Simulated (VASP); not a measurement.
Input of a VASP 6.6.1 run:

Contents of INCAR:

```
SYSTEM = Sn4HO8
PREC = Accurate
ENCUT = 520
EDIFF = 1E-7
ISMEAR = 0
SIGMA = 0.02
LREAL = .FALSE.
LASPH = .TRUE.
NELM = 100
ALGO = Normal
ISIF = 2
LWAVE = .FALSE.
LCHARG = .FALSE.
GGA = PE
NBANDS = 64
```

File KPOINTS:

```
Automatic mesh
0
G
  3 3 3
  0 0 0
```

POSCAR

```
Sn4HO8
1.0
    0.0000000000      4.8271903452     -3.2381522545
    0.0000000000     -4.8271903452     -3.2381522545
   -4.8271903452      0.0000000000      3.2381522545
Sn O H
4 8 1
Direct
    0.2589633671      0.7568938045      0.5134085923
    0.7261302377      0.2417946651      0.4654701471
   -0.0029666288     -0.0089612132     -0.0000250663
    0.5114367071      0.5053768674      0.0000250663
    0.5595431624      0.7771040880      0.8342409791
    0.0399568670      0.3058778082      0.8433307388
    0.9534983743      0.7001360843      0.1511492085
    0.4281817374      0.2194255195      0.1451941916
    0.4659896936      0.1948191148      0.6581588404
   -0.0342520354      0.6946274470      0.6581219660
    0.5246535821      0.8053725725      0.3255301506
    0.0225798644      0.3033299287      0.3254972122
    1.0209260490      0.4527816826      0.9712026385
```

Potentials or basis: VASP PAW PBE potentials, release 64 (Sn_d, O, H).

Command:

```console
$ cat potpaw_PBE.64/Sn_d/POTCAR potpaw_PBE.64/O/POTCAR potpaw_PBE.64/H/POTCAR > POTCAR
$ mpirun -np 1 vasp_std > vasp.out
```

Predict the largest force.

0.103 eV/Å.

Estimate the pressure.

10.1 GPa.

Stress tensor (GPa, compression positive):
```
11.58 -3.96  0.00
-3.96  6.97  0.00
 0.00  0.00 11.82
```

Caveat: the k points lie up to 0.45 Å⁻¹ apart; an odd number of electrons without spin polarisation forces a metal; a magnetic or distorted state may lie lower.
